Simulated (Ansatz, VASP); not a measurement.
Two plane-wave programs on MgCd2S3

```
Mg Cd S
1.0
     3.82862    0.00000    0.00000
    -1.91431    3.31569    0.00000
     0.00000    0.00000    9.36691
Mg Cd S
1 2 3
Direct
  0.00000 0.00000 0.00000
  0.33333 0.66667 0.32880
  0.66667 0.33333 0.67120
  0.00000 0.00000 0.50000
  0.66667 0.33333 0.15591
  0.33333 0.66667 0.84409
```

Change from the starting cell: species swapped into the Li3LaSb2 type (P-3m1, No. 164).

Alike in both runs: functional PBE; k mesh 6 × 6 × 2; occupations gaussian, width 0.1 eV; no spin polarisation.

Ansatz relaxed the structure, and its values are those at the end. VASP's run is a single point on that final structure, the one shown.

|  | VASP | Ansatz |
| --- | --- | --- |
| version | VASP 6.6.1 | Ansatz 0.2.0 |
| potentials or method | VASP PAW PBE potentials, release 64 (Mg, Cd, S), cutoff 520 eV | scalar-relativistic, plane waves, PAW |
| valence electrons in the cell | 44 | 68 |

Ansatz gave:

* gap on the k mesh at the Fermi level (eV): 0.92
* least direct gap on the mesh (eV): 1.46
* pressure (GPa): 0.0
* rms of the force components (eV/Å): 0.001

Question: Estimate VASP's values.

Answer: gap on the k mesh at the Fermi level (eV): 0.91; least direct gap on the mesh (eV): 1.45; pressure (GPa): 0.2; rms of the force components (eV/Å): 0.017.

With one functional, cell and mesh, what is left measures potentials, basis and numerics. VASP's potentials hold 44 valence electrons a cell and Ansatz's 68, so a difference there can come from the potentials and not from the codes.
